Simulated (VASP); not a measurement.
YPtS2: single point with PBE

Crystal: YPtS2.

```
Y Pt S
1.0
     3.72227    0.00000    0.00000
    -1.86114    3.22358    0.00000
     0.00000    0.00000    6.50017
Y Pt S
1 1 2
Direct
  0.00000 0.00000 0.50000
  0.00000 0.00000 0.00000
  0.33333 0.66667 0.24042
  0.33333 0.66667 0.75958
```

```yaml
Program: VASP 6.6.1
Task: single point
Functional: PBE
Potentials_or_basis: VASP PAW PBE potentials, release 64 (Y_sv, Pt, S)
Cutoff: 520 eV
k_mesh: 6 × 6 × 4
Occupations: gaussian, width 0.1 eV
Spin: collinear spin, ferromagnetic start
Starting_moments: "[0.0, 1.0, 0.0, 0.0] μB"
```

| Property | Result |
| --- | --- |
| Pressure | -0.1 GPa |
| Largest force | 0.005 eV/Å |
| Net moment | 0.00 μB per cell |
| Valence electrons inside the program's atomic spheres | Y 9.72; Pt 9.02; S 3.67 |

Forces in eV/Å, atoms in the order of the input:
```
Y    0.000  0.000  0.000
Pt   0.000  0.000  0.000
S    0.000  0.000 -0.005
S    0.000  0.000  0.005
```

Stress tensor (GPa, compression positive):
```
-0.09  0.00  0.00
 0.00 -0.09  0.00
 0.00  0.00 -0.17
```

Levels at points of the mesh, in eV from the Fermi level:
Spin up:
| k point | band 13 | band 14 | band 15 | band 16 | band 17 | band 18 | band 19 | band 20 | band 21 | band 22 |
| --- | --- | --- | --- | --- | --- | --- | --- | --- | --- | --- |
| (0.00, 0.00, 0.00) | -1.37 | -0.94 | -0.94 | -0.47 | -0.47 | 1.23 | 2.78 | 3.16 | 3.16 | 3.65 |
| (0.50, 0.00, 0.00) | -2.72 | -1.16 | -1.10 | -0.19 | 0.06 | 0.59 | 3.95 | 3.99 | 4.68 | 4.76 |
| (0.00, 0.00, 0.50) | -2.12 | -1.22 | -1.22 | -0.62 | -0.62 | 2.06 | 2.76 | 3.32 | 3.61 | 3.61 |
| (0.50, 0.00, 0.50) | -2.15 | -1.23 | -1.10 | -0.58 | 0.26 | 0.80 | 1.63 | 4.45 | 4.69 | 4.92 |
Spin down:
```
           k point  band 15  band 16  band 17  band 18  band 19  band 20
(0.00, 0.00, 0.00)    -0.94    -0.47    -0.47     1.23     2.78     3.16
(0.50, 0.00, 0.00)    -1.10    -0.19     0.06     0.59     3.95     3.99
(0.00, 0.00, 0.50)    -1.22    -0.62    -0.62     2.06     2.76     3.32
(0.50, 0.00, 0.50)    -1.10    -0.58     0.26     0.80     1.63     4.45
```

It took 2.9 min on 1 thread of Oxide Virtual Turin-like Processor, on a shared host, peak memory 0.24 GiB.

Caveat: spin-orbit coupling is left out, which moves the levels of the heavy elements.
